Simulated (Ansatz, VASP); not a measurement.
# W: VASP beside Ansatz

File INCAR:

```
SYSTEM = W
  PREC = Accurate
  ENCUT = 520
  EDIFF = 1E-7
  ISMEAR = -1
  SIGMA = 0.05
  LREAL = .FALSE.
  LASPH = .TRUE.
  NELM = 150
  ALGO = Normal
  ISIF = 2
  LWAVE = .FALSE.
  LCHARG = .FALSE.
  LNONCOLLINEAR = .TRUE.
  MAGMOM = 0 0 0
  LORBIT = 11
  LSORBIT = .TRUE.
  GGA_COMPAT = .FALSE.
  LORBMOM = .TRUE.
  LMAXMIX = 4
  NBANDS = 25
```

KPOINTS

```
regular mesh
0
G
  9 9 9
  0 0 0
```

Contents of POSCAR:

```
W
1.0
   -1.5823450000      1.5823450000      1.5823450000
    1.5823450000     -1.5823450000      1.5823450000
    1.5823450000      1.5823450000     -1.5823450000
W
1
Direct
    0.0000000000      0.0000000000      0.0000000000
```

The input input.yaml:

```yaml
crystal:
  lattice:
    - [-1.582345, 1.582345, 1.582345]
    - [1.582345, -1.582345, 1.582345]
    - [1.582345, 1.582345, -1.582345]
  atoms:
    - { symbol: W, position: [0.0, 0.0, 0.0] }
kpoints:
  mp_grid: { grid: [9, 9, 9] }
  band_path:
    path:
      - [0.0, 0.0, 0.0]
      - [0.5, -0.5, 0.5]
      - [0.0, 0.0, 0.5]
      - [0.0, 0.0, 0.0]
      - [0.25, 0.25, 0.25]
      - [0.5, -0.5, 0.5]
    npoints: 10
scf:
  occupations: { method: fermi_dirac, width: 0.05 }
hamiltonian:
  xc: lda
  pseudopotentials: { kind: all_electron, lapw: { basis_error: 0.001 } }
magnetization:
  noncollinear: true
  spin_orbit: true
output:
  forces: true
  stress: true
  eigenvalues: true
```

Alike in both runs: functional LDA; k mesh 9 × 9 × 9; occupations fermi-dirac, width 0.05 eV; non-collinear spin, spin-orbit coupling.

|  | VASP | Ansatz |
| --- | --- | --- |
| version | VASP 6.6.1 | Ansatz 0.2.0 |
| potentials or method | VASP PAW LDA potentials, release 64 (W_sv), cutoff 520 eV | all-electron LAPW, relativistic spinors |
| task | single point | band structure |

```tsv
	VASP	Ansatz	Ansatz less VASP
pressure (GPa)	-6.3	-8.7	-2.36
net moment per atom (μB)	0.00	0.00	0.000
```

LDA's correlation is that of Perdew and Zunger in VASP and of Perdew and Wang (1992) in Ansatz. Ansatz ran all-electron here, and VASP with PAW potentials.

Noted on Ansatz's run: the k mesh is thin for a metal, which can move the energy by tens of meV per atom.
